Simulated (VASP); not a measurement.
# LiBe16 (a cell with a defect) in VASP: a series of runs

The runs below take LiBe16 (a cell with a defect) through single point, with PBE.

Everything below comes from runs of VASP 6.6.1. Logs are shortened: lines on timing, memory, paths and dates and some standing lists are left out, and cuts for length are marked.

### 1 The cell of the first run

The cell holds a defect, 17 atoms: a = 4.580 Å, b = 3.966 Å, c = 7.177 Å, α = 90.00°, β = 90.00°, γ = 90.00°.

### 2 Single point, PBE

File INCAR:

```
ALGO = Normal
EDIFF = 1E-6
ENCUT = 520
GGA = PE
ISIF = 2
ISMEAR = 0
LASPH = T
LCHARG = F
LREAL = Auto
LWAVE = F
NBANDS = 32
NELM = 60
PREC = Accurate
SIGMA = 0.1
```

File KPOINTS:

```
k-points
0
Gamma
  4 4 3
```

File POSCAR:

```
LiBe16
1.0
   -2.2900000000     -3.9663960000      0.0000000000
    3.4350000000     -1.9831980000      0.0000000000
    0.0000000000      0.0000000000      7.1768600000
Be Li
16 1
Direct
    0.7504595392      0.5023922401      0.0162328651
    0.4941261769      0.3237507846      0.2531069298
    0.7428217020      0.3703946718      0.5104686451
    0.5219200796      0.4411673893      0.7642037047
    0.4986793739     -0.0050649880      0.0048540727
    0.2520471843      0.8421065654      0.2551349755
    0.5458874254     -0.0770491400      0.4875130628
    0.2303180172      0.8163494205      0.7794149531
    0.2485570977      0.5077032762      0.0114927698
    0.0024217425      0.3592537963      0.2616694488
    0.2914973250      0.5523347523      0.4895724593
   -0.0236998643      0.4110452142      0.7742912639
    0.0039923236      0.0189299625      0.0131723344
    0.7518498165      0.8480675632      0.2426079093
   -0.0417187181     -0.1767367874      0.5028281170
    0.7524183559      0.9479496463      0.7540211179
    0.2294706145      0.1568333936      0.5937280371
```

Potentials or basis: VASP PAW PBE potentials, release 64 (Be, Li_sv).

Run with:

```
$ cat potpaw_PBE.64/Be/POTCAR potpaw_PBE.64/Li_sv/POTCAR > POTCAR
$ mpirun -np 1 vasp_std > vasp.out
```

OUTCAR:

```text
EDIFF = 1E-6
   ENCUT = 520
   GGA = PE
   ISIF = 2
   ISMEAR = 0
   LASPH = T
   LREAL = Auto
   NELM = 60
   PREC = Accurate

 ion  position               nearest neighbor table
   1  0.750  0.502  0.016-  12 2.05   4 2.10  14 2.13  10 2.18   2 2.18  13 2.24   5 2.27   9 2.28
                             9 2.30   5 2.32  13 2.36
   2  0.494  0.324  0.253-  11 2.14   3 2.18   1 2.18   9 2.19   5 2.21   6 2.21  14 2.23  10 2.26
                             7 2.33  10 2.33   6 2.34
   3  0.743  0.370  0.510-   7 2.00  15 2.05   4 2.10  10 2.15   2 2.18  12 2.18  11 2.19   7 2.38
                            15 2.38  17 2.46
   4  0.522  0.441  0.764-   8 2.00  12 2.09   3 2.10   1 2.10  17 2.14   9 2.19  16 2.22  16 2.27
                            11 2.28
   5  0.499  0.995  0.005-  14 2.14  16 2.15   8 2.15   6 2.21   2 2.21   9 2.25  13 2.27   1 2.27
                            13 2.32   1 2.32   9 2.33
   6  0.252  0.842  0.255-  11 2.05   7 2.17  13 2.19   9 2.19   5 2.21   2 2.21  15 2.23  10 2.23
                            14 2.29  14 2.29   2 2.34  10 2.35
   7  0.546  0.923  0.488-  11 1.88  17 1.88  15 1.93   3 2.00  14 2.02  16 2.14   6 2.17   2 2.33
                             3 2.38
   8  0.230  0.816  0.779-  17 1.90  12 1.98   4 2.00   9 2.07  13 2.13   5 2.15  16 2.26  15 2.34
                            11 2.35
   9  0.249  0.508  0.011-   8 2.07  12 2.14   4 2.19   2 2.19   6 2.19  10 2.20  13 2.24   5 2.25
                             1 2.28   1 2.30  13 2.32   5 2.33
  10  0.002  0.359  0.262-   3 2.15   1 2.18   9 2.20   6 2.23  13 2.24  11 2.24  14 2.26   2 2.26
                             2 2.33  14 2.33   6 2.35
  11  0.291  0.552  0.490-  17 1.76  15 1.87   7 1.88   6 2.05   2 2.14   3 2.19  10 2.24   4 2.28
                             8 2.35
  12  0.976  0.411  0.774-   8 1.98  17 2.01   1 2.05   4 2.09  16 2.11   9 2.14   3 2.18  13 2.32
                            16 2.37
  13  0.004  0.019  0.013-  14 2.12   8 2.13   6 2.19  16 2.21  10 2.24   9 2.24   1 2.24   5 2.27
                             9 2.32   5 2.32  12 2.32   1 2.36
  14  0.752  0.848  0.243-   7 2.02  15 2.10  13 2.12   1 2.13   5 2.14   2 2.23  10 2.26   6 2.29
                             6 2.29  10 2.33
  15  0.958  0.823  0.503-  11 1.87  17 1.93   7 1.93   3 2.05  16 2.09  14 2.10   6 2.23   8 2.34
                             3 2.38
  16  0.752  0.948  0.754-  15 2.09  12 2.11   7 2.14   5 2.15  13 2.21   4 2.22   8 2.26   4 2.27
                            12 2.37
  17  0.229  0.157  0.594-  11 1.76   7 1.88   8 1.90  15 1.93  12 2.01   4 2.14   3 2.46

  LATTYP: Found a simple orthorhombic cell.
 ALAT       =     3.9663962620
 B/A-ratio  =     1.1547004875
 C/A-ratio  =     1.8094157835

  Lattice vectors:

 A1 = (  -3.4350000000,   1.9831980000,   0.0000000000)
 A2 = (  -2.2900000000,  -3.9663960000,   0.0000000000)
 A3 = (   0.0000000000,   0.0000000000,   7.1768600000)

Analysis of symmetry for initial positions (statically):
=====================================================================
 Subroutine PRICEL returns:
 Original cell was already a primitive cell.

 Routine SETGRP: Setting up the symmetry group for a
 simple orthorhombic supercell.

 Subroutine GETGRP returns: Found  1 space group operations
 (whereof  1 operations were pure point group operations)
 out of a pool of  8 trial point group operations.

The static configuration has the point symmetry C_1 .

Analysis of symmetry for dynamics (positions and initial velocities):
=====================================================================
 Subroutine PRICEL returns:
 Original cell was already a primitive cell.

 Routine SETGRP: Setting up the symmetry group for a
 simple orthorhombic supercell.

 Subroutine GETGRP returns: Found  1 space group operations
 (whereof  1 operations were pure point group operations)
 out of a pool of  8 trial point group operations.

The dynamic configuration has the point symmetry C_1 .

 Subroutine INISYM returns: Found  1 space group operations
 (whereof  1 operations are pure point group operations),
 and found     1 'primitive' translations

----------------------------------------------------------------------------------------

                                     Primitive cell

  volume of cell :     130.3755

  direct lattice vectors                    reciprocal lattice vectors
    -2.290000000 -3.966396000  0.000000000    -0.109170306 -0.189088533  0.000000000
     3.435000000 -1.983198000  0.000000000     0.218340611 -0.126059022  0.000000000
     0.000000000  0.000000000  7.176860000     0.000000000  0.000000000  0.139336702

  length of vectors
     4.579999697  3.966396262  7.176860000     0.218340626  0.252118027  0.139336702

  position of ions in fractional coordinates (direct lattice)
[... 51 lines left out ...]
     0.000000000  0.000000000  0.046445567     0.000000000  0.000000000  0.333333333

  Length of vectors
     0.054585156  0.063029507  0.046445567

  Shift w.r.t. Gamma in fractional coordinates (k-lattice)
     0.000000000  0.000000000  0.000000000

 Subroutine IBZKPT returns following result:
 ===========================================

 Found     26 irreducible k-points:

 Following reciprocal coordinates:
            Coordinates               Weight
  0.000000  0.000000  0.000000      1.000000
  0.250000  0.000000  0.000000      2.000000
  0.500000  0.000000  0.000000      1.000000
  0.000000  0.250000  0.000000      2.000000
  0.250000  0.250000  0.000000      2.000000
 -0.250000  0.250000  0.000000      2.000000
[... 16 lines left out ...]
  0.000000  0.500000  0.333333      2.000000
  0.250000  0.500000  0.333333      2.000000
 [... further k-points ...]
   k-points           NKPTS =     26   k-points in BZ     NKDIM =     26   number of bands    NBANDS=     32
   number of dos      NEDOS =    301   number of ions     NIONS =     17
   total plane-waves  NPLWV =  58320
   dimension x,y,z NGX =    36 NGY =   30 NGZ =   54
   dimension x,y,z NGXF=    72 NGYF=   60 NGZF=  108
   ions per type =              16   1
   NGX,Y,Z   is equivalent  to a cutoff of  13.07, 12.57, 12.51 a.u.
   NGXF,Y,Z  is equivalent  to a cutoff of  26.13, 25.15, 25.02 a.u.
 SYSTEM =  unknown system
   PREC   = accura    normal or accurate (medium, high low for compatibility)
   ISTART =      0    job   : 0-new  1-cont  2-samecut
   ICHARG =      2    charge: 1-file 2-atom 10-const
   ISPIN  =      1    spin polarized calculation?
   LNONCOLLINEAR =      F non collinear calculations
   LSORBIT =      F    spin-orbit coupling
   LASPH  =      T    aspherical Exc in radial PAW
   ENCUT  =  520.0 eV  38.22 Ry    6.18 a.u.   8.52  7.37 13.34*2*pi/ulx,y,z
   NELM   =     60;   NELMIN=  2; NELMDL= -5     # of ELM steps
   EDIFF  = 0.1E-05   stopping-criterion for ELM
   LREAL  =      T    real-space projection
   EDIFFG = 0.1E-04   stopping-criterion for IOM
   NSW    =      0    number of steps for IOM
   IBRION =     -1    ionic relax: 0-MD 1-quasi-New 2-CG
   NFREE  =      0    steps in history (QN), initial steepest desc. (CG)
   ISIF   =      2    stress and relaxation
   ISYM   =      2    0-nonsym 1-usesym 2-fastsym
   POTIM  = 0.5000    time-step for ionic-motion
   TEBEG  =    0.0;   TEEND  =   0.0 temperature during run
   PSTRESS=    0.0 pullay stress
   NELECT =      35.0000    total number of electrons
   NUPDOWN=      -1.0000    fix difference up-down
   EMIN   =  10.00;   EMAX   =-10.00  energy-range for DOS
   EFERMI =   0.00;   METHOD = LEGACY
   ISMEAR =     0;   SIGMA  =   0.10  broadening in eV -4-tet -1-fermi 0-gaus
   EFERMI_NEDOS =   21; number of points for ismear=-14 and -15
   IALGO  =     38    algorithm
   IMIX   =      4    mixing-type and parameters
     AMIX     =   0.40;   BMIX     =  1.00
     AMIX_MAG =   1.60;   BMIX_MAG =  1.00
  volume/ion in A,a.u.               =       7.67        51.75
  Fermi-wavevector in a.u.,A,eV,Ry     =   1.056085  1.995711 15.174786  1.115315
  Thomas-Fermi vector in A             =   2.191307
   LORBIT       =      0    0 simple, 1 ext, 2 COOP (PROOUT), +10 PAW based schemes
   GGA     = PE    functional components
   LHFCALC =     F    Hartree Fock is set to
   AEXX    =    0.0000 exact exchange contribution
   IVDW    =     0    specifies the selected vdW correction
   LEPSILON=     F    determine dielectric tensor
   LRPA    =     F    only Hartree local field effects (RPA)
 non-spin polarized calculation
 Gauss-broadening in eV      SIGMA  =   0.10
  energy-cutoff  :      520.00
  volume of cell :      130.38
 maximum number of plane-waves:      3529
 NGX is ok and might be reduce to    36
   NGX = 17   NGY = 15   NGZ = 27

 number of electron      34.9999997 magnetization

 Free energy of the ion-electron system (eV)
  ---------------------------------------------------
  ext. energy  EPLUGINS =         0.00000000
  ---------------------------------------------------
  free energy    TOTEN  =       -56.28374853 eV

  energy without entropy =      -56.26263653  energy(sigma->0) =      -56.27319253

 E-fermi :   7.2816     XC(G=0): -10.6523

 val. band max:        7.2749632374   @ k =   0.0000   0.0000   0.0000
 cond. band min:       7.2845141340   @ k =   0.2500   0.0000  -0.3333
 fundamental gap:      0.0095508966
 Fermi energy:         7.2815779172

 k-point     1 :       0.0000    0.0000    0.0000
  band No.  band energies     occupation
      1     -39.3542      2.00000
      2      -4.0628      2.00000
      3      -2.1103      2.00000
      4      -1.8440      2.00000
      5       0.9749      2.00000
      6       1.0967      2.00000
[... 757 lines left out ...]
     28      13.2040      0.00000
     29      13.4713      0.00000

 [... further k-points ...]

 [bands above 29 left out]

------------------------ aborting loop because EDIFF is reached ----------------------------------------

  FORCE on cell =-STRESS in cart. coord.  units (eV):
  Direction    XX          YY          ZZ          XY          YZ          ZX
  --------------------------------------------------------------------------------------
  -------------------------------------------------------------------------------------
  Total       13.1698751     12.9419455      6.2999223     -3.0093335      0.6884318      3.5066212
  in kB      161.8438557    159.0428410     77.4193912    -36.9815301      8.4601002     43.0926707
  external PRESSURE =     132.7686960 kB  Pullay stress =       0.0000000 kB

 VOLUME and BASIS-vectors are now :
 -----------------------------------------------------------------------------
  energy-cutoff  :      520.00
  volume of cell :      130.38
      direct lattice vectors                 reciprocal lattice vectors
    -2.290000000 -3.966396000  0.000000000    -0.109170306 -0.189088533  0.000000000
     3.435000000 -1.983198000  0.000000000     0.218340611 -0.126059022  0.000000000
     0.000000000  0.000000000  7.176860000     0.000000000  0.000000000  0.139336702

 POSITION                                       TOTAL-FORCE (eV/Angst)
 -----------------------------------------------------------------------------------
      0.00716     -3.97296      0.11650         0.107670     -0.076202      0.092437
     -0.01946     -2.60196      1.81651        -0.007734     -0.241215      0.057038
     -0.42876     -3.68089      3.66356        -0.163879     -0.020964      0.267267
      0.32021     -2.94506      5.48458        -0.347675      0.417618      0.195148
      2.27563     -3.95111      0.03484         0.179984     -0.132081     -0.040652
      2.31545     -2.66978      1.83107         0.122389     -0.085477      0.031684
[... 9 lines left out ...]
      1.53317     -4.86436      5.41150         0.018626      0.077203     -0.214476
      0.01323     -1.22120      4.26110         0.234341      0.522576     -0.397883
 -----------------------------------------------------------------------------------
    total drift:                                0.001710     -0.000419     -0.003961

  FREE ENERGIE OF THE ION-ELECTRON SYSTEM (eV)
  ---------------------------------------------------
  free  energy   TOTEN  =       -56.2837485342 eV

  energy  without entropy=      -56.2626365276  energy(sigma->0) =      -56.27319253
```

It took 2.2 min on 1 thread of AMD EPYC 9R45 (Zen 5), shared host; peak memory 0.22 GiB.

What came out:

| Property | Result |
| --- | --- |
| Free energy | -56.2837 eV |
| Largest force | 0.697 eV/Å |
| Band gap on the k mesh | zero (an odd number of electrons rules out a gap without spin polarisation) |

Forces in eV/Å, atoms in the order of the input:
```
Be   0.108 -0.076  0.092
Be  -0.008 -0.241  0.057
Be  -0.164 -0.021  0.267
Be  -0.348  0.418  0.195
Be   0.180 -0.132 -0.041
Be   0.122 -0.085  0.032
Be   0.003 -0.268 -0.282
Be   0.100 -0.293  0.057
Be  -0.014 -0.048  0.152
Be  -0.051 -0.038  0.193
Be   0.017 -0.254  0.023
Be  -0.051 -0.125  0.112
Be   0.018  0.102 -0.046
Be  -0.039  0.099 -0.037
Be  -0.126  0.365 -0.162
Be   0.019  0.077 -0.214
Li   0.234  0.523 -0.398
```

Levels at points of the mesh, in eV from the Fermi level:
| k point | band 14 | band 15 | band 16 | band 17 | band 18 | band 19 | band 20 | band 21 |
| --- | --- | --- | --- | --- | --- | --- | --- | --- |
| (0.00, 0.00, 0.00) | -2.98 | -2.70 | -1.27 | -0.43 | -0.01 | 0.36 | 0.60 | 0.93 |
| (0.50, 0.00, 0.00) | -2.27 | -1.84 | -1.53 | -0.98 | -0.53 | -0.18 | 0.13 | 0.35 |
| (0.00, 0.50, 0.00) | -3.63 | -3.48 | -2.82 | -1.99 | 0.06 | 0.65 | 1.01 | 1.25 |
| (0.50, 0.50, 0.00) | -1.34 | -1.07 | -0.94 | 0.09 | 0.34 | 0.54 | 0.71 | 1.32 |

Caveat: the k points lie up to 0.40 Å⁻¹ apart, too coarse for converged energies and pressures of a metal; the cutoff is under 1.25 times the usual one of these potentials, so pressure, stress and relaxed cells hold a basis-set (Pulay) error.

(Continued in part 2 of 3.)

The gap in the log of VASP goes by the Fermi energy; the results here count the filled bands.